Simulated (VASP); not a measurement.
# MgS (Fm-3m) in VASP: a series of runs, part 2 of 2

VASP 6.6.1.

## Step 3: Single point, r2SCAN

Input file POSCAR:

```
MgS
1.0
    0.0000000000      2.6015179373      2.6015179373
    2.6015179373      0.0000000000      2.6015179373
    2.6015179373      2.6015179373      0.0000000000
Mg S
1 1
Direct
    0.0000000000      0.0000000000      0.0000000000
    0.5000000000      0.5000000000      0.5000000000
```

Input file INCAR.step1:

```
SYSTEM = MgS
PREC = Accurate
ENCUT = 660
ISMEAR = 1
SIGMA = 0.001
LREAL = .FALSE.
LASPH = .TRUE.
NELM = 120
NBANDS = 11
GGA = PE
ALGO = Normal
EDIFF = 1E-5
LWAVE = .TRUE.
LCHARG = .FALSE.
GGA_COMPAT = .FALSE.
```

Input file INCAR.step2:

```
SYSTEM = MgS
PREC = Accurate
ENCUT = 660
EDIFF = 1E-6
ISMEAR = 1
SIGMA = 0.001
LREAL = .FALSE.
LASPH = .TRUE.
NELM = 120
ALGO = Normal
ISIF = 2
LWAVE = .FALSE.
LCHARG = .TRUE.
METAGGA = R2SCAN
LMIXTAU = .TRUE.
LELF = .TRUE.
LVHAR = .TRUE.
NBANDS = 11
ISTART = 1
GGA_COMPAT = .FALSE.
```

Input file KPOINTS:

```
Automatic mesh
0
G
  6 6 6
  0 0 0
```

Potentials or basis: VASP PAW PBE potentials, release 64 (Mg, S).

Started as:

```sh
$ cat potpaw_PBE.64/Mg/POTCAR potpaw_PBE.64/S/POTCAR > POTCAR
$ cp INCAR.step1 INCAR
$ mpirun -np 1 vasp_std > vasp.out
$ cp INCAR.step2 INCAR
$ mpirun -np 1 vasp_std > vasp.out
```

OUTCAR:

```text
SYSTEM = MgS
   PREC = Accurate
   ENCUT = 660
   EDIFF = 1E-6
   ISMEAR = 1
   LREAL = .FALSE.
   LASPH = .TRUE.
   NELM = 120
   ISIF = 2
   METAGGA = R2SCAN
   ISTART = 1

 ion  position               nearest neighbor table
   1  0.000  0.000  0.000-   2 2.60   2 2.60   2 2.60   2 2.60   2 2.60   2 2.60
   2  0.500  0.500  0.500-   1 2.60   1 2.60   1 2.60   1 2.60   1 2.60   1 2.60

  LATTYP: Found a face centered cubic cell.
 ALAT       =     5.2030358746

  Lattice vectors:

 A1 = (   0.0000000000,   2.6015179373,   2.6015179373)
 A2 = (   2.6015179373,   0.0000000000,   2.6015179373)
 A3 = (   2.6015179373,   2.6015179373,   0.0000000000)

Analysis of symmetry for initial positions (statically):
=====================================================================
 Subroutine PRICEL returns:
 Original cell was already a primitive cell.

 Routine SETGRP: Setting up the symmetry group for a
 face centered cubic supercell.

 Subroutine GETGRP returns: Found 48 space group operations
 (whereof 48 operations were pure point group operations)
 out of a pool of 48 trial point group operations.

The static configuration has the point symmetry O_h .
[... 162 lines left out ...]
      2       3.4958      2.00000
      3       3.4958      2.00000
      4       3.4958      2.00000
      5       8.1108      0.00000
      6      12.0251      0.00000
      7      12.0251      0.00000
      8      12.0251      0.00000
      9      14.4356      0.00000
     10      14.4356      0.00000
     11      17.0384      0.00000
[... 197 lines left out ...]
 k-point    16 :      -0.3333    0.5000    0.1667
  band No.  band energies     occupation
      1      -7.9371      2.00000
      2      -0.3220      2.00000
      3       0.8711      2.00000
      4       1.2833      2.00000
      5       8.5484      0.00000
      6      10.3030      0.00000
      7      13.4192      0.00000
      8      14.1031      0.00000
      9      18.4736      0.00000
     10      19.6533      0.00000
     11      19.9398      0.00000

------------------------ aborting loop because EDIFF is reached ----------------------------------------

  FORCE on cell =-STRESS in cart. coord.  units (eV):
  Direction    XX          YY          ZZ          XY          YZ          ZX
  --------------------------------------------------------------------------------------
  -------------------------------------------------------------------------------------
  Total       -0.0940988     -0.0940988     -0.0940988      0.0000000      0.0000000      0.0000000
  in kB       -4.2813830     -4.2813830     -4.2813830      0.0000000      0.0000000      0.0000000
  external PRESSURE =      -4.2813830 kB  Pullay stress =       0.0000000 kB

 VOLUME and BASIS-vectors are now :
 -----------------------------------------------------------------------------
  energy-cutoff  :      660.00
  volume of cell :       35.21
      direct lattice vectors                 reciprocal lattice vectors
     0.000000000  2.601517937  2.601517937    -0.192195484  0.192195484  0.192195484
     2.601517937  0.000000000  2.601517937     0.192195484 -0.192195484  0.192195484
     2.601517937  2.601517937  0.000000000     0.192195484  0.192195484 -0.192195484

 POSITION                                       TOTAL-FORCE (eV/Angst)
 -----------------------------------------------------------------------------------
      0.00000      0.00000      0.00000        -0.000000      0.000000     -0.000000
      2.60152      2.60152      2.60152         0.000000     -0.000000      0.000000
 -----------------------------------------------------------------------------------
    total drift:                               -0.000000     -0.000000      0.000000

  FREE ENERGIE OF THE ION-ELECTRON SYSTEM (eV)
  ---------------------------------------------------
  free  energy   TOTEN  =       -15.5093860210 eV

  energy  without entropy=      -15.5093860210  energy(sigma->0) =      -15.50938602
```

OUTCAR.step1:

```text
SYSTEM = MgS
   PREC = Accurate
   ENCUT = 660
   ISMEAR = 1
   LREAL = .FALSE.
   LASPH = .TRUE.
[... 434 lines left out ...]
      0.00000      0.00000      0.00000        -0.000000     -0.000000      0.000000
      2.60152      2.60152      2.60152         0.000000      0.000000     -0.000000
 -----------------------------------------------------------------------------------
    total drift:                               -0.000000     -0.000000      0.000000

  FREE ENERGIE OF THE ION-ELECTRON SYSTEM (eV)
  ---------------------------------------------------
  free  energy   TOTEN  =        -8.4996032032 eV

  energy  without entropy=       -8.4996032032  energy(sigma->0) =       -8.49960320
```

Run time: 31 s. Hardware: 1 thread of Intel Xeon Platinum 8259CL at 2.50GHz (Skylake/Cascade Lake), shared host; peak memory 0.19 GiB.

What came out:

```
Free energy            : -15.5094 eV
Pressure               : -0.4 GPa
Band gap on the k mesh : 3.43 eV (least direct gap 4.62 eV)
```

Caveat: the PAW data sets were made with another functional, which shifts forces and pressure a little.

## Step 4: Single point, r2SCAN

POSCAR is that of step 3.

Input file INCAR.step1:

```
PREC     = Accurate       # precision mode
ENCUT    = 660            # plane-wave cutoff, eV
ISMEAR   = 1              # smearing method
SIGMA    = 0.05           # smearing width, eV
LREAL    = F              # projectors in reciprocal space
LASPH    = T              # aspherical terms in the spheres
NELM     = 120            # most SCF steps
NBANDS   = 11             # bands
GGA      = PE             # functional
ALGO     = Normal         # electronic algorithm
EDIFF    = 1E-5           # SCF threshold, eV
LWAVE    = T              # write WAVECAR
LCHARG   = F              # write CHGCAR
GGA_COMPAT= F
```

Input file INCAR.step2:

```
PREC     = Accurate       # precision mode
ENCUT    = 660            # plane-wave cutoff, eV
EDIFF    = 1E-6           # SCF threshold, eV
ISMEAR   = 1              # smearing method
SIGMA    = 0.05           # smearing width, eV
LREAL    = F              # projectors in reciprocal space
LASPH    = T              # aspherical terms in the spheres
NELM     = 120            # most SCF steps
ALGO     = Normal         # electronic algorithm
ISIF     = 2              # what is computed and relaxed
LWAVE    = F              # write WAVECAR
LCHARG   = T              # write CHGCAR
METAGGA  = R2SCAN         # meta-GGA
LMIXTAU  = T            
LELF     = T              # ELF
LVHAR    = T            
NBANDS   = 11             # bands
ISTART   = 1            
GGA_COMPAT= F
```

Input file KPOINTS:

```
Automatic mesh
0
Gamma
  6 6 6
```

Started as:

```sh
$ cat potpaw_PBE.64/Mg/POTCAR potpaw_PBE.64/S/POTCAR > POTCAR
$ cp INCAR.step1 INCAR
$ mpirun -np 1 vasp_std > vasp.out
$ cp INCAR.step2 INCAR
$ mpirun -np 1 vasp_std > vasp.out
```

Run time: 32 s. Hardware: 1 thread of Intel Xeon Platinum 8259CL at 2.50GHz (Skylake/Cascade Lake), shared host; peak memory 0.19 GiB.

It converged, with:

- Free energy: -15.5093 eV
- Pressure: -0.4 GPa
- Band gap on the k mesh: 3.43 eV (least direct gap 4.62 eV)

Levels at points of the mesh, in eV from the valence-band top:
| k point | band 2 | band 3 | band 4 | band 5 | band 6 | band 7 |
| --- | --- | --- | --- | --- | --- | --- |
| (0.00, 0.00, 0.00) | 0.00 | 0.00 | 0.00 | 4.61 | 8.53 | 8.53 |
| (0.50, 0.00, 0.00) | -4.88 | -0.62 | -0.62 | 5.22 | 7.50 | 7.50 |
| (0.50, 0.50, 0.00) | -4.27 | -1.73 | -1.73 | 3.43 | 4.92 | 13.14 |

Caveat: the PAW data sets were made with another functional, which shifts forces and pressure a little.

## Step 5: Single point, r2SCAN

POSCAR is that of step 4.

Input file INCAR.step1:

```
SYSTEM = MgS
ALGO = Normal
EDIFF = 1E-5
ENCUT = 660
GGA = PE
GGA_COMPAT = .FALSE.
ISMEAR = 0
LASPH = .TRUE.
LCHARG = .FALSE.
LREAL = .FALSE.
LWAVE = .TRUE.
NBANDS = 11
NELM = 120
PREC = Accurate
SIGMA = 0.5
```

Input file INCAR.step2:

```
SYSTEM = MgS
ALGO = Normal
EDIFF = 1E-6
ENCUT = 660
GGA_COMPAT = .FALSE.
ISIF = 2
ISMEAR = 0
ISTART = 1
LASPH = .TRUE.
LCHARG = .FALSE.
LMIXTAU = .TRUE.
LREAL = .FALSE.
LWAVE = .FALSE.
METAGGA = R2SCAN
NBANDS = 11
NELM = 120
PREC = Accurate
SIGMA = 0.5
```

Input file KPOINTS:

```
k-points
0
G
  6 6 6
  0 0 0
```

Started as:

```sh
$ cat potpaw_PBE.64/Mg/POTCAR potpaw_PBE.64/S/POTCAR > POTCAR
$ cp INCAR.step1 INCAR
$ mpirun -np 1 vasp_std > vasp.out
$ cp INCAR.step2 INCAR
$ mpirun -np 1 vasp_std > vasp.out
```

It took 32 s on 1 thread of Intel Xeon Platinum 8259CL at 2.50GHz (Skylake/Cascade Lake), shared host; peak memory 0.19 GiB.

It converged, with:

- Free energy: -15.5094 eV
- Pressure: -0.4 GPa
- Band gap on the k mesh: 3.43 eV (least direct gap 4.62 eV)

Levels at points of the mesh, in eV from the valence-band top:
```
           k point  band 2  band 3  band 4  band 5  band 6  band 7
(0.00, 0.00, 0.00)    0.00    0.00    0.00    4.61    8.53    8.53
(0.50, 0.00, 0.00)   -4.88   -0.62   -0.62    5.22    7.50    7.50
(0.50, 0.50, 0.00)   -4.27   -1.73   -1.73    3.43    4.92   13.14
```

Caveat: the PAW data sets were made with another functional, which shifts forces and pressure a little. A k mesh can miss the band edges.

## Step 6: The runs side by side

```csv
k mesh,smearing,gap on the mesh (eV),pressure (GPa)
4 × 4 × 4,gaussian 0.01 eV,3.41,-0.1
6 × 6 × 6,methfessel-paxton 0.001 eV,3.43,-0.4
6 × 6 × 6,methfessel-paxton 0.05 eV,3.43,-0.4
6 × 6 × 6,gaussian 0.5 eV,3.43,-0.4
```

Alike in all rows: task single point; level r2SCAN; potentials or basis VASP PAW PBE potentials, release 64 (Mg, S); no spin polarisation; cell as given; cutoff (eV) 660.

Caveats: some runs use coarse meshes; the PAW data sets were made with another functional, which shifts forces and pressure a little.

Total energies depend on the potentials used, so only differences within one code and one set of settings carry meaning.
